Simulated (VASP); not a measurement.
# HfH5 (P-6m2) in VASP: notebook

HfH5 is run at these levels: PBE; tasks: single point, relaxation of cell and atoms.

All numbers are computed with VASP 6.6.1; they aren't measurements. Logs are shortened: lines on timing, memory, paths and dates and some standing lists are left out, and cuts for length are marked.

## 1. The cell of the first run

Symmetry: P-6m2, No. 187, hexagonal system. The conventional cell has a = 8.120 Å, b = 8.120 Å, c = 3.360 Å, α = 90.00°, β = 90.00°, γ = 120.00°. Within 2.4 Å of Hf (site symmetry -6m2) lie 3 H at 1.84 Å. Within 1.0 Å of H (site symmetry 3m) lie 1 H at 0.75 Å. H (site symmetry mm2) has 1 Hf at 1.84 Å within 2.4 Å.

The cell was built from a structure type or drawn by symmetry, and may not be a known phase.

## 2. Single point, PBE

The input, INCAR:

```
SYSTEM = HfH5
ALGO     = Normal         ! electronic algorithm
EDIFF    = 1E-6           ! SCF threshold, eV
ENCUT    = 520            ! plane-wave cutoff, eV
GGA      = PE             ! functional
ISIF     = 2              ! what is computed and relaxed
ISMEAR   = 0              ! smearing method
LASPH    = .True.         ! aspherical terms in the spheres
LCHARG   = .True.         ! write CHGCAR
LELF     = .True.         ! ELF
LREAL    = .False.        ! projectors in reciprocal space
LVHAR    = .True.       
LWAVE    = .False.        ! write WAVECAR
NBANDS   = 16             ! bands
NELM     = 80             ! most SCF steps
PREC     = Accurate       ! precision mode
SIGMA    = 0.1            ! smearing width, eV
```

The input, KPOINTS:

```
k-points
0
Gamma
  6 6 12
  0 0 0
```

The input, POSCAR:

```
HfH5
1.0
    8.1202033207      0.0000000000      0.0000000000
   -4.0601016603      7.0323023596      0.0000000000
    0.0000000000      0.0000000000      3.3598744904
Hf H
1 5
Direct
    0.0000000000      0.0000000000      0.0000000000
    0.6666666667      0.3333333333      0.6117209951
    0.6666666667      0.3333333333      0.3882790049
    0.8690611031      0.1309388969      0.0000000000
    0.8690611031      0.7381222062      0.0000000000
    0.2618777938      0.1309388969      0.0000000000
```

Potentials or basis: VASP PAW PBE potentials, release 64 (Hf_pv, H).

Command:

```sh
$ cat potpaw_PBE.64/Hf_pv/POTCAR potpaw_PBE.64/H/POTCAR > POTCAR
$ mpirun -np 1 vasp_std > vasp.out
```

OUTCAR:

```text
SYSTEM = HfH5
   EDIFF = 1E-6
   ENCUT = 520
   GGA = PE
   ISIF = 2
   ISMEAR = 0
   LASPH = .True.
   LREAL = .False.
   NELM = 80
   PREC = Accurate

 ion  position               nearest neighbor table
   1  0.000  0.000  0.000-   4 1.84   5 1.84   6 1.84
   2  0.667  0.333  0.612-   3 0.75
   3  0.667  0.333  0.388-   2 0.75
   4  0.869  0.131  0.000-   1 1.84
   5  0.869  0.738  0.000-   1 1.84
   6  0.262  0.131  0.000-   1 1.84

  LATTYP: Found a hexagonal cell.
 ALAT       =     8.1202033207
 C/A-ratio  =     0.4137672861

  Lattice vectors:

 A1 = (   8.1202033207,   0.0000000000,   0.0000000000)
 A2 = (  -4.0601016603,   7.0323023596,   0.0000000000)
 A3 = (   0.0000000000,   0.0000000000,   3.3598744904)

Analysis of symmetry for initial positions (statically):
=====================================================================
 Subroutine PRICEL returns:
 Original cell was already a primitive cell.

 Routine SETGRP: Setting up the symmetry group for a
 hexagonal supercell.

 Subroutine GETGRP returns: Found 12 space group operations
 (whereof 12 operations were pure point group operations)
 out of a pool of 24 trial point group operations.

The static configuration has the point symmetry D_3h.

Analysis of symmetry for dynamics (positions and initial velocities):
=====================================================================
 Subroutine PRICEL returns:
 Original cell was already a primitive cell.

 Routine SETGRP: Setting up the symmetry group for a
 hexagonal supercell.

 Subroutine GETGRP returns: Found 12 space group operations
 (whereof 12 operations were pure point group operations)
 out of a pool of 24 trial point group operations.

The dynamic configuration has the point symmetry D_3h.

 Subroutine INISYM returns: Found 12 space group operations
 (whereof 12 operations are pure point group operations),
 and found     1 'primitive' translations

----------------------------------------------------------------------------------------

                                     Primitive cell

  volume of cell :     191.8613

  direct lattice vectors                    reciprocal lattice vectors
     8.120203321  0.000000000  0.000000000     0.123149626  0.071100470  0.000000000
    -4.060101660  7.032302360  0.000000000     0.000000000  0.142200939  0.000000000
     0.000000000  0.000000000  3.359874490     0.000000000  0.000000000  0.297630165

  length of vectors
     8.120203321  8.120203321  3.359874490     0.142200939  0.142200939  0.297630165

  position of ions in fractional coordinates (direct lattice)
     0.000000000  0.000000000  0.000000000
     0.666666667  0.333333333  0.611720995
     0.666666667  0.333333333  0.388279005
     0.869061103  0.130938897  0.000000000
     0.869061103  0.738122206  0.000000000
     0.261877794  0.130938897  0.000000000

  ion indices of the primitive-cell ions
   primitive index   ion index
                 1           1
                 2           2
                 3           3
                 4           4
                 5           5
                 6           6

----------------------------------------------------------------------------------------

 KPOINTS: k-points

Automatic generation of k-mesh.
 Grid dimensions read from file:
 generate k-points for:    6    6   12

 Generating k-lattice:

  Cartesian coordinates                     Fractional coordinates (reciprocal lattice)
     0.020524938  0.011850078  0.000000000     0.166666667  0.000000000  0.000000000
     0.000000000  0.023700157  0.000000000     0.000000000  0.166666667  0.000000000
     0.000000000  0.000000000  0.024802514     0.000000000  0.000000000  0.083333333

  Length of vectors
     0.023700157  0.023700157  0.024802514

  Shift w.r.t. Gamma in fractional coordinates (k-lattice)
     0.000000000  0.000000000  0.000000000

 Subroutine IBZKPT returns following result:
 ===========================================

 Found     49 irreducible k-points:

 Following reciprocal coordinates:
            Coordinates               Weight
  0.000000  0.000000  0.000000      1.000000
  0.166667  0.000000  0.000000      6.000000
  0.333333  0.000000  0.000000      6.000000
  0.500000  0.000000  0.000000      3.000000
  0.166667  0.166667  0.000000      6.000000
  0.333333  0.166667  0.000000     12.000000
[... 16 lines left out ...]
  0.166667  0.000000  0.250000     12.000000
  0.333333  0.000000  0.250000     12.000000
 [... further k-points ...]
   k-points           NKPTS =     49   k-points in BZ     NKDIM =     49   number of bands    NBANDS=     16
   number of dos      NEDOS =    301   number of ions     NIONS =      6
   total plane-waves  NPLWV = 100800
   dimension x,y,z NGX =    60 NGY =   60 NGZ =   28
   dimension x,y,z NGXF=   120 NGYF=  120 NGZF=   56
   ions per type =               1   5
   NGX,Y,Z   is equivalent  to a cutoff of  12.28, 12.28, 13.85 a.u.
   NGXF,Y,Z  is equivalent  to a cutoff of  24.57, 24.57, 27.71 a.u.
 SYSTEM =  HfH5
   PREC   = accura    normal or accurate (medium, high low for compatibility)
   ISTART =      0    job   : 0-new  1-cont  2-samecut
   ICHARG =      2    charge: 1-file 2-atom 10-const
   ISPIN  =      1    spin polarized calculation?
   LNONCOLLINEAR =      F non collinear calculations
   LSORBIT =      F    spin-orbit coupling
   LASPH  =      T    aspherical Exc in radial PAW
   ENCUT  =  520.0 eV  38.22 Ry    6.18 a.u.  15.10 15.10  6.25*2*pi/ulx,y,z
   NELM   =     80;   NELMIN=  2; NELMDL= -5     # of ELM steps
   EDIFF  = 0.1E-05   stopping-criterion for ELM
   LREAL  =      F    real-space projection
   EDIFFG = 0.1E-04   stopping-criterion for IOM
   NSW    =      0    number of steps for IOM
   IBRION =     -1    ionic relax: 0-MD 1-quasi-New 2-CG
   NFREE  =      0    steps in history (QN), initial steepest desc. (CG)
   ISIF   =      2    stress and relaxation
   ISYM   =      2    0-nonsym 1-usesym 2-fastsym
   POTIM  = 0.5000    time-step for ionic-motion
   TEBEG  =    0.0;   TEEND  =   0.0 temperature during run
   PSTRESS=    0.0 pullay stress
   NELECT =      15.0000    total number of electrons
   NUPDOWN=      -1.0000    fix difference up-down
   EMIN   =  10.00;   EMAX   =-10.00  energy-range for DOS
   EFERMI =   0.00;   METHOD = LEGACY
   ISMEAR =     0;   SIGMA  =   0.10  broadening in eV -4-tet -1-fermi 0-gaus
   EFERMI_NEDOS =   21; number of points for ismear=-14 and -15
   IALGO  =     38    algorithm
   IMIX   =      4    mixing-type and parameters
     AMIX     =   0.40;   BMIX     =  1.00
     AMIX_MAG =   1.60;   BMIX_MAG =  1.00
  volume/ion in A,a.u.               =      31.98       215.79
  Fermi-wavevector in a.u.,A,eV,Ry     =   0.700018  1.322843  6.667204  0.490026
  Thomas-Fermi vector in A             =   1.784057
   LORBIT       =      0    0 simple, 1 ext, 2 COOP (PROOUT), +10 PAW based schemes
   GGA     = PE    functional components
   LHFCALC =     F    Hartree Fock is set to
   AEXX    =    0.0000 exact exchange contribution
   IVDW    =     0    specifies the selected vdW correction
   LEPSILON=     F    determine dielectric tensor
   LRPA    =     F    only Hartree local field effects (RPA)
 non-spin polarized calculation
 Gauss-broadening in eV      SIGMA  =   0.10
  energy-cutoff  :      520.00
  volume of cell :      191.86
 maximum number of plane-waves:      5190
   NGX = 31   NGY = 31   NGZ = 13

 number of electron      14.9999998 magnetization

 Free energy of the ion-electron system (eV)
  ---------------------------------------------------
  ext. energy  EPLUGINS =         0.00000000
  ---------------------------------------------------
  free energy    TOTEN  =       -23.55599306 eV

  energy without entropy =      -23.54659024  energy(sigma->0) =      -23.55129165

 E-fermi :  -3.3663     XC(G=0):  -4.2529

 val. band max:       -3.3662708821   @ k =   0.3333   0.0000   0.2500
 cond. band min:      -3.3657753475   @ k =   0.3333   0.1667   0.2500
 fundamental gap:      0.0004955346
 Fermi energy:        -3.3662704883

 k-point     1 :       0.0000    0.0000    0.0000
  band No.  band energies     occupation
      1     -34.5244      2.00000
      2     -34.3803      2.00000
      3     -34.3803      2.00000
      4      -8.5056      2.00000
      5      -7.4718      2.00000
      6      -5.6366      2.00000
[... 8 lines left out ...]
     15       2.4152      0.00000
     16       3.2736      0.00000

 k-point     2 :       0.1667    0.0000    0.0000
  band No.  band energies     occupation
      1     -34.5244      2.00000
      2     -34.3803      2.00000
      3     -34.3803      2.00000
      4      -8.4967      2.00000
      5      -7.4893      2.00000
      6      -5.6364      2.00000
[... 8 lines left out ...]
     15       2.6068      0.00000
     16       3.2517      0.00000

 k-point     3 :       0.3333    0.0000    0.0000
  band No.  band energies     occupation
      1     -34.5244      2.00000
      2     -34.3803      2.00000
      3     -34.3803      2.00000
      4      -8.4780      2.00000
      5      -7.5246      2.00000
      6      -5.6358      2.00000
[... 8 lines left out ...]
     15       3.0008      0.00000
     16       3.2733      0.00000

 k-point     4 :       0.5000    0.0000    0.0000
  band No.  band energies     occupation
      1     -34.5244      2.00000
      2     -34.3803      2.00000
      3     -34.3803      2.00000
      4      -8.4682      2.00000
      5      -7.5425      2.00000
      6      -5.6356      2.00000
[... 8 lines left out ...]
     15       3.0632      0.00000
     16       3.5394      0.00000
[... 324 lines left out ...]
 k-point    22 :       0.0000    0.0000    0.2500
  band No.  band energies     occupation
      1     -34.6386      2.00000
      2     -34.3696      2.00000
      3     -34.3696      2.00000
      4      -8.1933      2.00000
      5      -6.8844      2.00000
      6      -5.3470      2.00000
[... 8 lines left out ...]
     15       3.0813      0.00000
     16       3.0813      0.00000

 k-point    23 :       0.1667    0.0000    0.2500
  band No.  band energies     occupation
      1     -34.6386      2.00000
      2     -34.3696      2.00000
      3     -34.3696      2.00000
      4      -8.1892      2.00000
      5      -6.8926      2.00000
      6      -5.3468      2.00000
[... 8 lines left out ...]
     15       3.2040      0.00000
     16       3.2844      0.00000

 k-point    24 :       0.3333    0.0000    0.2500
  band No.  band energies     occupation
      1     -34.6386      2.00000
      2     -34.3696      2.00000
      3     -34.3696      2.00000
      4      -8.1811      2.00000
      5      -6.9091      2.00000
      6      -5.3463      2.00000
[... 8 lines left out ...]
     15       3.5303      0.00000
     16       3.5902      0.00000

 [... further k-points ...]

------------------------ aborting loop because EDIFF is reached ----------------------------------------

  FORCE on cell =-STRESS in cart. coord.  units (eV):
  Direction    XX          YY          ZZ          XY          YZ          ZX
  --------------------------------------------------------------------------------------
  -------------------------------------------------------------------------------------
  Total       -0.0577697     -0.0577697     -0.0805420     -0.0000000     -0.0000000      0.0000000
  in kB       -0.4824173     -0.4824173     -0.6725822     -0.0000000     -0.0000000      0.0000000
  external PRESSURE =      -0.5458056 kB  Pullay stress =       0.0000000 kB

 VOLUME and BASIS-vectors are now :
 -----------------------------------------------------------------------------
  energy-cutoff  :      520.00
  volume of cell :      191.86
      direct lattice vectors                 reciprocal lattice vectors
     8.120203321  0.000000000  0.000000000     0.123149626  0.071100470  0.000000000
    -4.060101660  7.032302360  0.000000000     0.000000000  0.142200939  0.000000000
     0.000000000  0.000000000  3.359874490     0.000000000  0.000000000  0.297630165

 POSITION                                       TOTAL-FORCE (eV/Angst)
 -----------------------------------------------------------------------------------
      0.00000      0.00000      0.00000        -0.000000      0.000000     -0.000000
      4.06010      2.34410      2.05531        -0.000000      0.000000     -0.016055
      4.06010      2.34410      1.30457        -0.000000      0.000000      0.016055
      6.52533      0.92080      0.00000         0.014124     -0.008155     -0.000000
      4.06010      5.19070      0.00000         0.000000      0.016309      0.000000
      1.59488      0.92080      0.00000        -0.014124     -0.008155     -0.000000
 -----------------------------------------------------------------------------------
    total drift:                               -0.000000      0.000000     -0.000000

  FREE ENERGIE OF THE ION-ELECTRON SYSTEM (eV)
  ---------------------------------------------------
  free  energy   TOTEN  =       -23.5559930585 eV

  energy  without entropy=      -23.5465902441  energy(sigma->0) =      -23.55129165
```

It took 4.4 min on 1 thread of Intel Xeon 8259CL, shared host; peak memory 0.39 GiB.

What came out:

```yaml
Free_energy: -23.5560 eV
Pressure: -0.1 GPa
Largest_force: 0.016 eV/Å
Band_gap_on_the_k_mesh: zero (an odd number of electrons rules out a gap without spin polarisation)
```

Forces on the atoms (eV/Å):
```
Hf   0.000  0.000  0.000
H    0.000  0.000 -0.016
H    0.000  0.000  0.016
H    0.014 -0.008  0.000
H    0.000  0.016  0.000
H   -0.014 -0.008  0.000
```

Levels at points of the mesh, in eV from the Fermi level:
| k point | band 4 | band 5 | band 6 | band 7 | band 8 | band 9 | band 10 | band 11 | band 12 | band 13 |
| --- | --- | --- | --- | --- | --- | --- | --- | --- | --- | --- |
| (0.00, 0.00, 0.00) | -5.14 | -4.11 | -2.27 | -2.27 | -1.23 | 2.12 | 2.12 | 3.19 | 3.19 | 4.85 |
| (0.50, 0.00, 0.00) | -5.10 | -4.18 | -2.27 | -2.22 | -1.23 | 1.93 | 2.09 | 3.19 | 3.19 | 5.25 |
| (0.00, 0.00, 0.50) | -4.48 | -2.96 | -1.60 | -1.60 | 0.55 | 0.55 | 2.13 | 3.58 | 3.58 | 4.89 |
| (0.50, 0.00, 0.50) | -4.48 | -2.94 | -1.62 | -1.60 | 0.55 | 0.55 | 2.13 | 3.38 | 3.55 | 5.32 |

Caveat: spin-orbit coupling is left out, which moves the levels of the heavy elements.

(Part 1 of 3 ends here.)
